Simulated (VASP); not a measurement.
# BAs (F-43m) in VASP: notebook, part 2 of 2

VASP 6.6.1.

### 4 Single point, r2SCAN (volume scaled by 1.10)

Input file POSCAR:

```
BAs
1.0
    0.0000000000      2.4691285576      2.4691285576
    2.4691285576      0.0000000000      2.4691285576
    2.4691285576      2.4691285576      0.0000000000
B As
1 1
Direct
    0.0000000000      0.0000000000      0.0000000000
    0.2500000000      0.2500000000      0.2500000000
```

Input file INCAR.step1:

```
PREC = Accurate ; ENCUT = 520
ISMEAR = 0 ; SIGMA = 0.02
LREAL = F ; LASPH = T
NELM = 100 ; NBANDS = 11
GGA = PE ; ALGO = Normal
EDIFF = 1E-4 ; LWAVE = T
LCHARG = F
```

Input file INCAR.step2:

```
PREC = Accurate ; ENCUT = 520
EDIFF = 1E-6 ; ISMEAR = 0
SIGMA = 0.02 ; LREAL = F
LASPH = T ; NELM = 100
ALGO = Normal ; ISIF = 2
LWAVE = F ; LCHARG = F
METAGGA = R2SCAN ; LMIXTAU = T
NBANDS = 11 ; ISTART = 1
```

Input file KPOINTS:

```
regular mesh
0
Gamma
  10 10 10
```

Potentials or basis: VASP PAW PBE potentials, release 64 (B, As).

Command:

```console
> cat potpaw_PBE.64/B/POTCAR potpaw_PBE.64/As/POTCAR > POTCAR
> cp INCAR.step1 INCAR
> mpirun -np 1 vasp_std > vasp.out
> cp INCAR.step2 INCAR
> mpirun -np 1 vasp_std > vasp.out
```

OUTCAR:

```text
PREC = Accurate
   ENCUT = 520
   EDIFF = 1E-6
   ISMEAR = 0
   LREAL = F
   LASPH = T
   NELM = 100
   ISIF = 2
   METAGGA = R2SCAN
   ISTART = 1

 ion  position               nearest neighbor table
   1  0.000  0.000  0.000-   2 2.14   2 2.14   2 2.14   2 2.14
   2  0.250  0.250  0.250-   1 2.14   1 2.14   1 2.14   1 2.14

  LATTYP: Found a face centered cubic cell.
 ALAT       =     4.9382571152

  Lattice vectors:

 A1 = (   0.0000000000,   2.4691285576,   2.4691285576)
 A2 = (   2.4691285576,   0.0000000000,   2.4691285576)
 A3 = (   2.4691285576,   2.4691285576,   0.0000000000)

Analysis of symmetry for initial positions (statically):
=====================================================================
 Subroutine PRICEL returns:
 Original cell was already a primitive cell.

 Routine SETGRP: Setting up the symmetry group for a
 face centered cubic supercell.

 Subroutine GETGRP returns: Found 24 space group operations
 (whereof 24 operations were pure point group operations)
 out of a pool of 48 trial point group operations.

The static configuration has the point symmetry T_d .

Analysis of symmetry for dynamics (positions and initial velocities):
=====================================================================
 Subroutine PRICEL returns:
 Original cell was already a primitive cell.

 Routine SETGRP: Setting up the symmetry group for a
 face centered cubic supercell.

 Subroutine GETGRP returns: Found 24 space group operations
 (whereof 24 operations were pure point group operations)
 out of a pool of 48 trial point group operations.

The dynamic configuration has the point symmetry T_d .

 Subroutine INISYM returns: Found 24 space group operations
 (whereof 24 operations are pure point group operations),
 and found     1 'primitive' translations

----------------------------------------------------------------------------------------

                                     Primitive cell

  volume of cell :      30.1066

  direct lattice vectors                    reciprocal lattice vectors
     0.000000000  2.469128558  2.469128558    -0.202500594  0.202500594  0.202500594
     2.469128558  0.000000000  2.469128558     0.202500594 -0.202500594  0.202500594
     2.469128558  2.469128558  0.000000000     0.202500594  0.202500594 -0.202500594

  length of vectors
     3.491875093  3.491875093  3.491875093     0.350741318  0.350741318  0.350741318

  position of ions in fractional coordinates (direct lattice)
     0.000000000  0.000000000  0.000000000
     0.250000000  0.250000000  0.250000000

  ion indices of the primitive-cell ions
   primitive index   ion index
                 1           1
                 2           2

----------------------------------------------------------------------------------------

 KPOINTS: regular mesh

Automatic generation of k-mesh.
 Grid dimensions read from file:
 generate k-points for:   10   10   10

 Generating k-lattice:

  Cartesian coordinates                     Fractional coordinates (reciprocal lattice)
    -0.020250059  0.020250059  0.020250059     0.100000000  0.000000000  0.000000000
     0.020250059 -0.020250059  0.020250059     0.000000000  0.100000000  0.000000000
     0.020250059  0.020250059 -0.020250059     0.000000000  0.000000000  0.100000000

  Length of vectors
     0.035074132  0.035074132  0.035074132

  Shift w.r.t. Gamma in fractional coordinates (k-lattice)
     0.000000000  0.000000000  0.000000000

 Subroutine IBZKPT returns following result:
 ===========================================

 Found     47 irreducible k-points:

 Following reciprocal coordinates:
            Coordinates               Weight
  0.000000  0.000000  0.000000      1.000000
  0.100000  0.000000  0.000000      8.000000
  0.200000  0.000000  0.000000      8.000000
  0.300000  0.000000  0.000000      8.000000
  0.400000  0.000000  0.000000      8.000000
  0.500000  0.000000  0.000000      4.000000
[... 16 lines left out ...]
  0.300000  0.300000  0.000000      6.000000
  0.400000  0.300000  0.000000     24.000000
 [... further k-points ...]
   k-points           NKPTS =     47   k-points in BZ     NKDIM =     47   number of bands    NBANDS=     11
   number of dos      NEDOS =    301   number of ions     NIONS =      2
   total plane-waves  NPLWV =  21952
   dimension x,y,z NGX =    28 NGY =   28 NGZ =   28
   dimension x,y,z NGXF=    56 NGYF=   56 NGZF=   56
   ions per type =               1   1
   NGX,Y,Z   is equivalent  to a cutoff of  13.33, 13.33, 13.33 a.u.
   NGXF,Y,Z  is equivalent  to a cutoff of  26.66, 26.66, 26.66 a.u.
 SYSTEM =  unknown system
   PREC   = accura    normal or accurate (medium, high low for compatibility)
   ISTART =      1    job   : 0-new  1-cont  2-samecut
   ICHARG =      0    charge: 1-file 2-atom 10-const
   ISPIN  =      1    spin polarized calculation?
   LNONCOLLINEAR =      F non collinear calculations
   LSORBIT =      F    spin-orbit coupling
   LASPH  =      T    aspherical Exc in radial PAW
   ENCUT  =  520.0 eV  38.22 Ry    6.18 a.u.   6.49  6.49  6.49*2*pi/ulx,y,z
   NELM   =    100;   NELMIN=  2; NELMDL=  0     # of ELM steps
   EDIFF  = 0.1E-05   stopping-criterion for ELM
   LREAL  =      F    real-space projection
   EDIFFG = 0.1E-04   stopping-criterion for IOM
   NSW    =      0    number of steps for IOM
   IBRION =     -1    ionic relax: 0-MD 1-quasi-New 2-CG
   NFREE  =      0    steps in history (QN), initial steepest desc. (CG)
   ISIF   =      2    stress and relaxation
   ISYM   =      2    0-nonsym 1-usesym 2-fastsym
   POTIM  = 0.5000    time-step for ionic-motion
   TEBEG  =    0.0;   TEEND  =   0.0 temperature during run
   PSTRESS=    0.0 pullay stress
   NELECT =       8.0000    total number of electrons
   NUPDOWN=      -1.0000    fix difference up-down
   EMIN   =  10.00;   EMAX   =-10.00  energy-range for DOS
   EFERMI =   0.00;   METHOD = LEGACY
   ISMEAR =     0;   SIGMA  =   0.02  broadening in eV -4-tet -1-fermi 0-gaus
   EFERMI_NEDOS =   21; number of points for ismear=-14 and -15
   IALGO  =     38    algorithm
   IMIX   =      4    mixing-type and parameters
     AMIX     =   0.40;   BMIX     =  1.00
     AMIX_MAG =   1.60;   BMIX_MAG =  1.00
  volume/ion in A,a.u.               =      15.05       101.58
  Fermi-wavevector in a.u.,A,eV,Ry     =   1.052490  1.988917 15.071639  1.107734
  Thomas-Fermi vector in A             =   2.187574
   LORBIT       =      0    0 simple, 1 ext, 2 COOP (PROOUT), +10 PAW based schemes
   METAGGA = R2SCAN    functional components
   LHFCALC =     F    Hartree Fock is set to
   AEXX    =    0.0000 exact exchange contribution
   IVDW    =     0    specifies the selected vdW correction
   LEPSILON=     F    determine dielectric tensor
   LRPA    =     F    only Hartree local field effects (RPA)
 non-spin polarized calculation
 Gauss-broadening in eV      SIGMA  =   0.02
  energy-cutoff  :      520.00
  volume of cell :       30.11
 maximum number of plane-waves:       869
 NGX is ok and might be reduce to    28
   NGX = 13   NGY = 13   NGZ = 13

 number of electron       8.0000000 magnetization

 Free energy of the ion-electron system (eV)
  ---------------------------------------------------
  ext. energy  EPLUGINS =         0.00000000
  ---------------------------------------------------
  free energy    TOTEN  =       -22.15713556 eV

  energy without entropy =      -22.15713556  energy(sigma->0) =      -22.15713556

 E-fermi :   5.1461     XC(G=0): -10.6882

 val. band max:        4.9553010785   @ k =   0.0000   0.0000   0.0000
 cond. band min:       6.4246344830   @ k =   0.4000   0.4000   0.0000
 fundamental gap:      1.4693334045
 Fermi energy:         5.1460767868

 k-point     1 :       0.0000    0.0000    0.0000
  band No.  band energies     occupation
      1     -10.2965      2.00000
      2       4.9553      2.00000
      3       4.9553      2.00000
      4       4.9553      2.00000
      5       8.2949      0.00000
      6       8.2949      0.00000
      7       8.2949      0.00000
      8       8.8140      0.00000
      9      14.8162      0.00000
     10      18.0187      0.00000
     11      18.0187      0.00000
[... 309 lines left out ...]
 k-point    24 :       0.4000    0.3000    0.0000
  band No.  band energies     occupation
      1      -7.7832      2.00000
      2      -1.6045      2.00000
      3       1.1904      2.00000
      4       1.6379      2.00000
      5       6.9102      0.00000
      6       8.6010      0.00000
      7      13.6648      0.00000
      8      13.9448      0.00000
      9      17.0054      0.00000
     10      20.4543      0.00000
     11      20.9051      0.00000

 [... further k-points ...]
[... 5 lines left out ...]
  --------------------------------------------------------------------------------------
  -------------------------------------------------------------------------------------
  Total       -2.0592185     -2.0592185     -2.0592185     -0.0000000      0.0000000     -0.0000000
  in kB     -109.5851995   -109.5851995   -109.5851995     -0.0000000      0.0000000     -0.0000000
  external PRESSURE =    -109.5851995 kB  Pullay stress =       0.0000000 kB

 VOLUME and BASIS-vectors are now :
 -----------------------------------------------------------------------------
  energy-cutoff  :      520.00
  volume of cell :       30.11
      direct lattice vectors                 reciprocal lattice vectors
     0.000000000  2.469128558  2.469128558    -0.202500594  0.202500594  0.202500594
     2.469128558  0.000000000  2.469128558     0.202500594 -0.202500594  0.202500594
     2.469128558  2.469128558  0.000000000     0.202500594  0.202500594 -0.202500594

 POSITION                                       TOTAL-FORCE (eV/Angst)
 -----------------------------------------------------------------------------------
      0.00000      0.00000      0.00000        -0.000000     -0.000000     -0.000000
      1.23456      1.23456      1.23456         0.000000      0.000000      0.000000
 -----------------------------------------------------------------------------------
    total drift:                                0.000000      0.000000      0.000000

  FREE ENERGIE OF THE ION-ELECTRON SYSTEM (eV)
  ---------------------------------------------------
  free  energy   TOTEN  =       -22.1571355581 eV

  energy  without entropy=      -22.1571355581  energy(sigma->0) =      -22.15713556
```

It took 43 s on 1 thread of Intel Xeon Platinum 8488C (Sapphire Rapids), shared host; peak memory 0.17 GiB.

What came out:

```
Free energy            : -22.1571 eV
Pressure               : -11.0 GPa
Band gap on the k mesh : 1.47 eV, indirect (least direct gap 3.34 eV)
```

Caveat: the PAW data sets were made with another functional, which shifts forces and pressure a little.

### 5 Single point, r2SCAN (volume scaled by 0.94)

Input file POSCAR:

```
BAs
1.0
    0.0000000000      2.3430888607      2.3430888607
    2.3430888607      0.0000000000      2.3430888607
    2.3430888607      2.3430888607      0.0000000000
B As
1 1
Direct
    0.0000000000      0.0000000000      0.0000000000
    0.2500000000      0.2500000000      0.2500000000
```

Input file INCAR.step1:

```
  PREC = Accurate
  ENCUT = 520
  ISMEAR = 0
  SIGMA = 0.02
  LREAL = False
  LASPH = True
  NELM = 100
  NBANDS = 11
  GGA = PE
  ALGO = Normal
  EDIFF = 1E-4
  LWAVE = True
  LCHARG = False
```

Input file INCAR.step2:

```
  PREC = Accurate
  ENCUT = 520
  EDIFF = 1E-6
  ISMEAR = 0
  SIGMA = 0.02
  LREAL = False
  LASPH = True
  NELM = 100
  ALGO = Normal
  ISIF = 2
  LWAVE = False
  LCHARG = False
  METAGGA = R2SCAN
  LMIXTAU = True
  NBANDS = 11
  ISTART = 1
```

Input file KPOINTS:

```
Automatic mesh
0
Gamma
  10 10 10
```

Command:

```console
> cat potpaw_PBE.64/B/POTCAR potpaw_PBE.64/As/POTCAR > POTCAR
> cp INCAR.step1 INCAR
> mpirun -np 1 vasp_std > vasp.out
> cp INCAR.step2 INCAR
> mpirun -np 1 vasp_std > vasp.out
```

Run time: 93 s. Hardware: 1 thread of Intel Xeon 8259CL, shared host; peak memory 0.17 GiB.

The run converged. Its results:

- Free energy: -22.2041 eV
- Pressure: 10.3 GPa
- Band gap on the k mesh: 1.31 eV, indirect (least direct gap 3.51 eV)

Levels at points of the mesh, in eV from the valence-band top:
| k point | band 1 | band 2 | band 3 | band 4 | band 5 | band 6 | band 7 | band 8 |
| --- | --- | --- | --- | --- | --- | --- | --- | --- |
| (0.00, 0.00, 0.00) | -16.72 | 0.00 | 0.00 | 0.00 | 3.51 | 3.51 | 3.51 | 5.93 |
| (0.50, 0.00, 0.00) | -13.48 | -9.69 | -2.05 | -2.05 | 3.33 | 5.11 | 5.11 | 9.70 |
| (0.50, 0.50, 0.00) | -11.94 | -9.41 | -4.57 | -4.57 | 1.53 | 1.64 | 12.74 | 12.74 |

Caveat: the PAW data sets were made with another functional, which shifts forces and pressure a little. A k mesh can miss the band edges.

### 6 Single point, r2SCAN (volume scaled by 0.97)

Input file POSCAR:

```
BAs
1.0
    0.0000000000      2.3677547666      2.3677547666
    2.3677547666      0.0000000000      2.3677547666
    2.3677547666      2.3677547666      0.0000000000
B As
1 1
Direct
    0.0000000000      0.0000000000      0.0000000000
    0.2500000000      0.2500000000      0.2500000000
```

Input file INCAR.step1:

```
PREC = Accurate
ENCUT = 520
ISMEAR = 0
SIGMA = 0.02
LREAL = False
LASPH = True
NELM = 80
NBANDS = 11
GGA = PE
ALGO = Normal
EDIFF = 1E-4
LWAVE = True
LCHARG = False
```

Input file INCAR.step2:

```
PREC = Accurate
ENCUT = 520
EDIFF = 1E-6
ISMEAR = 0
SIGMA = 0.02
LREAL = False
LASPH = True
NELM = 80
ALGO = Normal
ISIF = 2
LWAVE = False
LCHARG = True
METAGGA = R2SCAN
LMIXTAU = True
LELF = True
LVHAR = True
NBANDS = 11
ISTART = 1
```

Input file KPOINTS:

```
regular mesh
0
Gamma
  10 10 10
```

Potentials or basis: VASP PAW PBE potentials, release 64 (B, As).

Command:

```console
> cat potpaw_PBE.64/B/POTCAR potpaw_PBE.64/As/POTCAR > POTCAR
> cp INCAR.step1 INCAR
> mpirun -np 1 vasp_std > vasp.out
> cp INCAR.step2 INCAR
> mpirun -np 1 vasp_std > vasp.out
```

It took 1.7 min on 1 thread of Intel Xeon 8259CL, shared host; peak memory 0.17 GiB.

The run converged. Its results:

* Free energy: -22.2430 eV
* Pressure: 4.9 GPa
* Band gap on the k mesh: 1.34 eV, indirect (least direct gap 3.48 eV)

Levels at points of the mesh, in eV from the valence-band top:
| k point | band 1 | band 2 | band 3 | band 4 | band 5 | band 6 | band 7 | band 8 | band 9 |
| --- | --- | --- | --- | --- | --- | --- | --- | --- | --- |
| (0.00, 0.00, 0.00) | -16.41 | 0.00 | 0.00 | 0.00 | 3.48 | 3.48 | 3.48 | 5.51 | 10.52 |
| (0.50, 0.00, 0.00) | -13.29 | -9.44 | -1.99 | -1.99 | 3.14 | 5.08 | 5.08 | 9.63 | 13.86 |
| (0.50, 0.50, 0.00) | -11.81 | -9.22 | -4.43 | -4.43 | 1.58 | 1.67 | 12.42 | 12.42 | 14.14 |

Caveat: the PAW data sets were made with another functional, which shifts forces and pressure a little.

### 7 The runs side by side

| cell | gap on the mesh (eV) | pressure (GPa) |
| --- | --- | --- |
| a = 3.416 Å, angles 60.0°, 2 atoms | 1.41 | -3.7 |
| a = 3.449 Å, angles 60.0°, 2 atoms | 1.43 | -7.2 |
| a = 3.492 Å, angles 60.0°, 2 atoms | 1.47 | -11.0 |
| a = 3.314 Å, angles 60.0°, 2 atoms | 1.31 | 10.3 |
| a = 3.349 Å, angles 60.0°, 2 atoms | 1.34 | 4.9 |

Alike in all rows: task single point; level r2SCAN; potentials or basis VASP PAW PBE potentials, release 64 (B, As); no spin polarisation; k mesh 10 × 10 × 10; cutoff (eV) 520; smearing gaussian 0.02 eV.

Caveats: the PAW data sets were made with another functional, which shifts forces and pressure a little.

Total energies depend on the potentials used, so only differences within one code and one set of settings carry meaning.
